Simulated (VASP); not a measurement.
The system is SnO.

```
CELL_PARAMETERS angstrom
3.78810 0.00000 0.00000
0.00000 3.78810 0.00000
0.00000 0.00000 4.85411
ATOMIC_POSITIONS crystal
Sn 0.50000 0.00000 0.76463
Sn 0.00000 0.50000 0.23537
O 0.00000 0.00000 0.00000
O 0.50000 0.50000 0.00000
```

Base run:

```yaml
Program: VASP 6.6.1
Functional: r2SCAN
Dispersion: rVV10
Potentials_or_basis: VASP PAW PBE potentials, release 64 (Sn_d, O)
Cutoff: 660 eV
k_mesh: 7 × 7 × 6
Occupations: fermi-dirac, width 0.05 eV
Spin: no spin polarisation
```

Its results: band gap on the k mesh 0.39 eV (least direct gap 2.32 eV); pressure 1.0 GPa; largest force 0.329 eV/Å.

Question: After a change of settings the same cell gave: band gap on the k mesh 0.51 eV (least direct gap 2.22 eV); pressure 10.8 GPa; largest force 0.950 eV/Å. Which change was it?
A. functional from r2SCAN to BLYP; dispersion from rVV10 to none; cutoff from 660 eV to 520 eV
B. functional from r2SCAN to b88 exchange, pbe correlation; dispersion from rVV10 to none; cutoff from 660 eV to 600 eV
C. dispersion from rVV10 to none; cutoff from 660 eV to 520 eV
D. functional from r2SCAN to revPBE; dispersion from rVV10 to D4; cutoff from 660 eV to 600 eV

Answer: A.

Caveats: the PAW data sets were made with another functional, which shifts forces and pressure a little; spin-orbit coupling is left out, which moves the levels of the heavy elements; an odd mesh through Γ misses points on the zone boundary, where band edges can lie; the cell stands under pressure (at least some runs).
